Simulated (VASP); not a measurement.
# GaN (Pmc2_1) in VASP: notebook

Runs on GaN. Level: LDA. Tasks: single point.

All numbers are computed with VASP 6.6.1; they aren't measurements. Logs are shortened: lines on timing, memory, paths and dates and some standing lists are left out, and cuts for length are marked.

## Step 1: The cell of the first run

Symmetry: Pmc2_1, No. 26, orthorhombic system. The conventional cell has a = 3.152 Å, b = 5.459 Å, c = 5.138 Å, α = 90.00°, β = 90.00°, γ = 90.00°. Ga (site symmetry m) has 4 N at 1.92 to 1.95 Å within 2.5 Å. Ga (site symmetry m) has 4 N at 1.90 to 1.94 Å within 2.5 Å. N (site symmetry m) has 4 Ga at 1.92 to 1.95 Å within 2.5 Å. Within 2.5 Å of N (site symmetry m) lie 4 Ga at 1.90 to 1.93 Å.

## Step 2: Single point, LDA (mode 11 frozen in at -0.015 Å and mode 13 at -0.018 Å (largest displacements))

File INCAR:

```
SYSTEM = GaN
ALGO = Normal
EDIFF = 1E-6
ENCUT = 520
ISIF = 2
ISMEAR = 0
LASPH = .True.
LCHARG = .False.
LREAL = .False.
LWAVE = .False.
NBANDS = 46
NELM = 100
PREC = Accurate
SIGMA = 0.05
```

File KPOINTS:

```
k-points
0
Gamma
  8 6 6
  0 0 0
```

File POSCAR:

```
GaN
1.0
   -3.1515767111      0.0000000000      0.0000000000
    0.0000000000      0.0000000000     -5.1382481593
    0.0000000000     -5.4586909876      0.0000000000
Ga N
4 4
Direct
    0.5000000000      0.0010221384      0.1692767323
    0.0000000000     -0.0010427971      0.6640578390
    0.0000000000      0.4989572029      0.3359421610
    0.5000000000      0.5010221384      0.8307232677
    0.5000000000      0.6273616925      0.1670479967
    0.0000000000      0.6283199236      0.6662929497
    0.0000000000      0.1283199236      0.3337070503
    0.5000000000      0.1273616925      0.8329520033
```

Potentials or basis: VASP PAW LDA potentials, release 64 (Ga_d, N).

Launch:

```bash
$ cat potpaw_LDA.64/Ga_d/POTCAR potpaw_LDA.64/N/POTCAR > POTCAR
$ mpirun -np 1 vasp_std > vasp.out
```

OUTCAR:

```text
SYSTEM = GaN
   EDIFF = 1E-6
   ENCUT = 520
   ISIF = 2
   ISMEAR = 0
   LASPH = .True.
   LREAL = .False.
   NELM = 100
   PREC = Accurate

 ion  position               nearest neighbor table
   1  0.500  0.001  0.169-   5 1.92   7 1.93   7 1.93   8 1.95
   2  0.000  0.999  0.664-   6 1.90   7 1.92   8 1.94   8 1.94
   3  0.000  0.499  0.336-   7 1.90   6 1.92   5 1.94   5 1.94
   4  0.500  0.501  0.831-   8 1.92   6 1.93   6 1.93   5 1.95
   5  0.500  0.627  0.167-   1 1.92   3 1.94   3 1.94   4 1.95
   6  0.000  0.628  0.666-   2 1.90   3 1.92   4 1.93   4 1.93
   7  0.000  0.128  0.334-   3 1.90   2 1.92   1 1.93   1 1.93
   8  0.500  0.127  0.833-   4 1.92   2 1.94   2 1.94   1 1.95

  LATTYP: Found a simple orthorhombic cell.
 ALAT       =     3.1515767111
 B/A-ratio  =     1.6303738193
 C/A-ratio  =     1.7320508076

  Lattice vectors:

 A1 = (  -3.1515767111,   0.0000000000,   0.0000000000)
 A2 = (   0.0000000000,   0.0000000000,  -5.1382481593)
 A3 = (   0.0000000000,  -5.4586909876,   0.0000000000)

Analysis of symmetry for initial positions (statically):
=====================================================================
 Subroutine PRICEL returns:
 Original cell was already a primitive cell.

 Routine SETGRP: Setting up the symmetry group for a
 simple orthorhombic supercell.

 Subroutine GETGRP returns: Found  4 space group operations
 (whereof  2 operations were pure point group operations)
 out of a pool of  8 trial point group operations.

The static configuration has the point symmetry C_1h.
 The point group associated with its full space group is C_2v.

Analysis of symmetry for dynamics (positions and initial velocities):
=====================================================================
 Subroutine PRICEL returns:
 Original cell was already a primitive cell.

 Routine SETGRP: Setting up the symmetry group for a
 simple orthorhombic supercell.

 Subroutine GETGRP returns: Found  4 space group operations
 (whereof  2 operations were pure point group operations)
 out of a pool of  8 trial point group operations.

The dynamic configuration has the point symmetry C_1h.
 The point group associated with its full space group is C_2v.

 Subroutine INISYM returns: Found  4 space group operations
 (whereof  2 operations are pure point group operations),
 and found     1 'primitive' translations

----------------------------------------------------------------------------------------

                                     Primitive cell

  volume of cell :      88.3958

  direct lattice vectors                    reciprocal lattice vectors
    -3.151576711  0.000000000  0.000000000    -0.317301494  0.000000000  0.000000000
     0.000000000  0.000000000 -5.138248159     0.000000000  0.000000000 -0.194618860
     0.000000000 -5.458690988  0.000000000     0.000000000 -0.183194103  0.000000000

  length of vectors
     3.151576711  5.138248159  5.458690988     0.317301494  0.194618860  0.183194103

  position of ions in fractional coordinates (direct lattice)
     0.500000000  0.001022138  0.169276732
     0.000000000  0.998957203  0.664057839
     0.000000000  0.498957203  0.335942161
     0.500000000  0.501022138  0.830723268
     0.500000000  0.627361693  0.167047997
     0.000000000  0.628319924  0.666292950
     0.000000000  0.128319924  0.333707050
     0.500000000  0.127361693  0.832952003

  ion indices of the primitive-cell ions
   primitive index   ion index
                 1           1
                 2           2
                 3           3
                 4           4
                 5           5
                 6           6
                 7           7
                 8           8

----------------------------------------------------------------------------------------

 KPOINTS: k-points

Automatic generation of k-mesh.
 Grid dimensions read from file:
 generate k-points for:    8    6    6

 Generating k-lattice:

  Cartesian coordinates                     Fractional coordinates (reciprocal lattice)
    -0.039662687  0.000000000  0.000000000     0.125000000  0.000000000  0.000000000
     0.000000000  0.000000000 -0.032436477     0.000000000  0.166666667  0.000000000
     0.000000000 -0.030532351  0.000000000     0.000000000  0.000000000  0.166666667

  Length of vectors
     0.039662687  0.032436477  0.030532351

  Shift w.r.t. Gamma in fractional coordinates (k-lattice)
     0.000000000  0.000000000  0.000000000

 Subroutine IBZKPT returns following result:
 ===========================================

 Found     80 irreducible k-points:

 Following reciprocal coordinates:
            Coordinates               Weight
  0.000000  0.000000  0.000000      1.000000
  0.125000  0.000000  0.000000      2.000000
  0.250000  0.000000  0.000000      2.000000
  0.375000  0.000000  0.000000      2.000000
  0.500000  0.000000  0.000000      1.000000
  0.000000  0.166667  0.000000      2.000000
[... 16 lines left out ...]
  0.250000  0.000000  0.166667      4.000000
  0.375000  0.000000  0.166667      4.000000
 [... further k-points ...]
   k-points           NKPTS =     80   k-points in BZ     NKDIM =     80   number of bands    NBANDS=     46
   number of dos      NEDOS =    301   number of ions     NIONS =      8
   total plane-waves  NPLWV =  40320
   dimension x,y,z NGX =    24 NGY =   40 NGZ =   42
   dimension x,y,z NGXF=    48 NGYF=   80 NGZF=   84
   ions per type =               4   4
   NGX,Y,Z   is equivalent  to a cutoff of  12.66, 12.94, 12.79 a.u.
   NGXF,Y,Z  is equivalent  to a cutoff of  25.32, 25.88, 25.58 a.u.
 SYSTEM =  GaN
   PREC   = accura    normal or accurate (medium, high low for compatibility)
   ISTART =      0    job   : 0-new  1-cont  2-samecut
   ICHARG =      2    charge: 1-file 2-atom 10-const
   ISPIN  =      1    spin polarized calculation?
   LNONCOLLINEAR =      F non collinear calculations
   LSORBIT =      F    spin-orbit coupling
   LASPH  =      T    aspherical Exc in radial PAW
   ENCUT  =  520.0 eV  38.22 Ry    6.18 a.u.   5.86  9.55 10.15*2*pi/ulx,y,z
   NELM   =    100;   NELMIN=  2; NELMDL= -5     # of ELM steps
   EDIFF  = 0.1E-05   stopping-criterion for ELM
   LREAL  =      F    real-space projection
   EDIFFG = 0.1E-04   stopping-criterion for IOM
   NSW    =      0    number of steps for IOM
   IBRION =     -1    ionic relax: 0-MD 1-quasi-New 2-CG
   NFREE  =      0    steps in history (QN), initial steepest desc. (CG)
   ISIF   =      2    stress and relaxation
   ISYM   =      2    0-nonsym 1-usesym 2-fastsym
   POTIM  = 0.5000    time-step for ionic-motion
   TEBEG  =    0.0;   TEEND  =   0.0 temperature during run
   PSTRESS=    0.0 pullay stress
   NELECT =      72.0000    total number of electrons
   NUPDOWN=      -1.0000    fix difference up-down
   EMIN   =  10.00;   EMAX   =-10.00  energy-range for DOS
   EFERMI =   0.00;   METHOD = LEGACY
   ISMEAR =     0;   SIGMA  =   0.05  broadening in eV -4-tet -1-fermi 0-gaus
   EFERMI_NEDOS =   21; number of points for ismear=-14 and -15
   IALGO  =     38    algorithm
   IMIX   =      4    mixing-type and parameters
     AMIX     =   0.40;   BMIX     =  1.00
     AMIX_MAG =   1.60;   BMIX_MAG =  1.00
  volume/ion in A,a.u.               =      11.05        74.57
  Fermi-wavevector in a.u.,A,eV,Ry     =   1.528886  2.889176 31.803525  2.337493
  Thomas-Fermi vector in A             =   2.636583
   LORBIT       =      0    0 simple, 1 ext, 2 COOP (PROOUT), +10 PAW based schemes
   GGA     = CA    functional components
   LHFCALC =     F    Hartree Fock is set to
   AEXX    =    0.0000 exact exchange contribution
   IVDW    =     0    specifies the selected vdW correction
   LEPSILON=     F    determine dielectric tensor
   LRPA    =     F    only Hartree local field effects (RPA)
 non-spin polarized calculation
 Gauss-broadening in eV      SIGMA  =   0.05
  energy-cutoff  :      520.00
  volume of cell :       88.40
 maximum number of plane-waves:      2408
 NGX is ok and might be reduce to    24
   NGX = 11   NGY = 19   NGZ = 21

 number of electron      71.9999983 magnetization

 Free energy of the ion-electron system (eV)
  ---------------------------------------------------
  ext. energy  EPLUGINS =         0.00000000
  ---------------------------------------------------
  free energy    TOTEN  =       -55.79473075 eV

  energy without entropy =      -55.79473075  energy(sigma->0) =      -55.79473075

 E-fermi :   5.7158     XC(G=0): -12.3000

 val. band max:        5.4683572034   @ k =   0.0000   0.0000   0.0000
 cond. band min:       7.5829807592   @ k =   0.0000   0.0000   0.0000
 fundamental gap:      2.1146235558
 Fermi energy:         5.7157650058

 k-point     1 :       0.0000    0.0000    0.0000
  band No.  band energies     occupation
      1     -10.7116      2.00000
      2      -9.8066      2.00000
      3      -9.6376      2.00000
      4      -9.5396      2.00000
      5      -8.1579      2.00000
      6      -8.1267      2.00000
[... 38 lines left out ...]
     45      15.3491      0.00000
     46      15.7789      0.00000

 k-point     2 :       0.1250    0.0000    0.0000
  band No.  band energies     occupation
      1     -10.5900      2.00000
      2      -9.7744      2.00000
      3      -9.6084      2.00000
      4      -9.5410      2.00000
      5      -8.1397      2.00000
      6      -8.1102      2.00000
[... 38 lines left out ...]
     45      15.3336      0.00000
     46      15.7348      0.00000

 k-point     3 :       0.2500    0.0000    0.0000
  band No.  band energies     occupation
      1     -10.2836      2.00000
      2      -9.7053      2.00000
      3      -9.5522      2.00000
      4      -9.5469      2.00000
      5      -8.1327      2.00000
      6      -8.0937      2.00000
[... 1018 lines left out ...]
     45      15.0992      0.00000
     46      15.6787      0.00000

 k-point    24 :       0.3750    0.0000    0.1667
  band No.  band energies     occupation
      1      -9.9418      2.00000
      2      -9.6601      2.00000
      3      -9.5924      2.00000
      4      -9.4935      2.00000
      5      -8.1281      2.00000
      6      -8.0765      2.00000
[... 38 lines left out ...]
     45      15.1654      0.00000
     46      15.3206      0.00000

 [... further k-points ...]

------------------------ aborting loop because EDIFF is reached ----------------------------------------

  FORCE on cell =-STRESS in cart. coord.  units (eV):
  Direction    XX          YY          ZZ          XY          YZ          ZX
  --------------------------------------------------------------------------------------
  -------------------------------------------------------------------------------------
  Total        0.1257848      0.1201050      1.6596424      0.0000000      0.0000000      0.0000000
  in kB        2.2798559      2.1769091     30.0810944      0.0000000      0.0000000      0.0000000
  external PRESSURE =      11.5126198 kB  Pullay stress =       0.0000000 kB

 VOLUME and BASIS-vectors are now :
 -----------------------------------------------------------------------------
  energy-cutoff  :      520.00
  volume of cell :       88.40
      direct lattice vectors                 reciprocal lattice vectors
    -3.151576711  0.000000000  0.000000000    -0.317301494  0.000000000  0.000000000
     0.000000000  0.000000000 -5.138248159     0.000000000  0.000000000 -0.194618860
     0.000000000 -5.458690988  0.000000000     0.000000000 -0.183194103  0.000000000

 POSITION                                       TOTAL-FORCE (eV/Angst)
 -----------------------------------------------------------------------------------
     -1.57579     -0.92403     -0.00525         0.000000      0.360934     -0.139636
      0.00000     -3.62489     -5.13289         0.000000     -0.366220     -0.441530
      0.00000     -1.83380     -2.56377         0.000000      0.366220     -0.441530
     -1.57579     -4.53466     -2.57438         0.000000     -0.360934     -0.139636
     -1.57579     -0.91186     -3.22354         0.000000      0.004736      0.265539
      0.00000     -3.63709     -3.22846         0.000000     -0.013902      0.315627
      0.00000     -1.82160     -0.65934         0.000000      0.013902      0.315627
     -1.57579     -4.54683     -0.65442         0.000000     -0.004736      0.265539
 -----------------------------------------------------------------------------------
    total drift:                               -0.000000      0.000005      0.000224

  FREE ENERGIE OF THE ION-ELECTRON SYSTEM (eV)
  ---------------------------------------------------
  free  energy   TOTEN  =       -55.7947307515 eV

  energy  without entropy=      -55.7947307515  energy(sigma->0) =      -55.79473075
```

It took 3.1 min on 1 thread of AMD EPYC 9R45 (Zen 5), shared host; peak memory 0.3 GiB.

Results:

| Property | Result |
| --- | --- |
| Free energy | -55.7947 eV |
| Pressure | 1.2 GPa |
| Largest force | 0.574 eV/Å |
| Band gap on the k mesh | 2.11 eV |

Forces in eV/Å, atoms in the order of the input:
```
Ga   0.000  0.361 -0.140
Ga   0.000 -0.366 -0.442
Ga   0.000  0.366 -0.442
Ga   0.000 -0.361 -0.140
N    0.000  0.005  0.266
N    0.000 -0.014  0.316
N    0.000  0.014  0.316
N    0.000 -0.005  0.266
```

Stress tensor (GPa, compression positive):
```
0.23 0.00 0.00
0.00 0.22 0.00
0.00 0.00 3.01
```

Levels at points of the mesh, in eV from the valence-band top:
| k point | band 32 | band 33 | band 34 | band 35 | band 36 | band 37 | band 38 | band 39 | band 40 | band 41 |
| --- | --- | --- | --- | --- | --- | --- | --- | --- | --- | --- |
| (0.00, 0.00, 0.00) | -1.11 | -0.96 | -0.13 | 0.00 | 0.00 | 2.11 | 4.40 | 4.99 | 5.62 | 5.95 |
| (0.50, 0.00, 0.00) | -4.06 | -2.17 | -2.17 | -2.15 | -2.05 | 5.41 | 5.58 | 6.76 | 6.83 | 7.71 |
| (0.00, 0.50, 0.00) | -2.04 | -0.57 | -0.57 | -0.57 | -0.57 | 4.32 | 4.32 | 4.40 | 4.40 | 7.83 |
| (0.50, 0.50, 0.00) | -3.55 | -1.86 | -1.86 | -1.74 | -1.74 | 5.79 | 5.79 | 5.89 | 5.89 | 7.97 |
| (0.00, 0.00, 0.50) | -2.06 | -0.87 | -0.82 | -0.53 | -0.47 | 4.36 | 4.44 | 5.99 | 6.02 | 7.24 |
| (0.50, 0.00, 0.50) | -2.86 | -2.48 | -2.41 | -1.04 | -0.99 | 4.92 | 5.07 | 5.57 | 5.67 | 5.90 |
| (0.00, 0.50, 0.50) | -2.19 | -1.45 | -1.45 | -1.27 | -1.27 | 5.20 | 5.20 | 5.31 | 5.31 | 7.67 |
| (0.50, 0.50, 0.50) | -2.05 | -2.04 | -2.04 | -1.97 | -1.97 | 4.27 | 4.27 | 4.41 | 4.41 | 7.79 |

Caveat: the cell differs from its parent crystal (mode 11 frozen in at -0.015 Å and mode 13 at -0.018 Å (largest displacements)).

(Continued in part 2 of 2.)
